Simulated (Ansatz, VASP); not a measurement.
# LiH in VASP and in Ansatz

INCAR

```
SYSTEM = LiH
PREC = Accurate
ENCUT = 520
EDIFF = 1E-6
ISMEAR = -1
SIGMA = 0.05
LREAL = .FALSE.
LASPH = .TRUE.
NELM = 100
ALGO = Normal
ISIF = 2
LWAVE = .FALSE.
LCHARG = .TRUE.
GGA = CA
LELF = .TRUE.
LVHAR = .TRUE.
NBANDS = 9
```

KPOINTS

```
regular mesh
0
G
  11 11 11
  0 0 0
```

The input POSCAR:

```
LiH
1.0
    0.0000000000      2.0367500000      2.0367500000
    2.0367500000      0.0000000000      2.0367500000
    2.0367500000      2.0367500000      0.0000000000
Li H
1 1
Direct
    0.0000000000      0.0000000000      0.0000000000
    0.5000000000      0.5000000000      0.5000000000
```

Contents of input.yaml:

```yaml
crystal:
  lattice:
    - [0.0, 2.03675, 2.03675]
    - [2.03675, 0.0, 2.03675]
    - [2.03675, 2.03675, 0.0]
  atoms:
    - { symbol: Li, position: [0.0, 0.0, 0.0] }
    - { symbol: H, position: [0.5, 0.5, 0.5] }
hamiltonian:
  xc: lda
  pseudopotentials: { kind: paw }
kpoints:
  mp_grid: { grid: [11, 11, 11] }
scf:
  occupations: { method: fermi_dirac, width: 0.05 }
output:
  forces: true
  stress: true
  eigenvalues: true
```

Alike in both runs: task single point; functional LDA; k mesh 11 × 11 × 11; occupations fermi-dirac, width 0.05 eV; no spin polarisation.

```csv
,VASP,Ansatz
version,VASP 6.6.1,Ansatz 0.2.0
potentials or method,"VASP PAW LDA potentials, release 64 (Li_sv, H)",Ansatz PAW
plane-wave cutoff (eV),520,420
valence electrons in the cell,4,4
```

|  | VASP | Ansatz | Ansatz less VASP |
| --- | --- | --- | --- |
| gap on the k mesh at the Fermi level (eV) | 2.84 | 2.85 | +0.007 |
| least direct gap on the mesh (eV) | 2.84 | 2.85 | +0.007 |

LDA's correlation is that of Perdew and Zunger in VASP and of Perdew and Wang (1992) in Ansatz.

Noted on VASP's run: the cutoff is short for stress, so the pressure is rough. Noted on Ansatz's run: odd divisions of the mesh miss points on the zone boundary, where band edges often lie, so the gap on the mesh can be too wide.
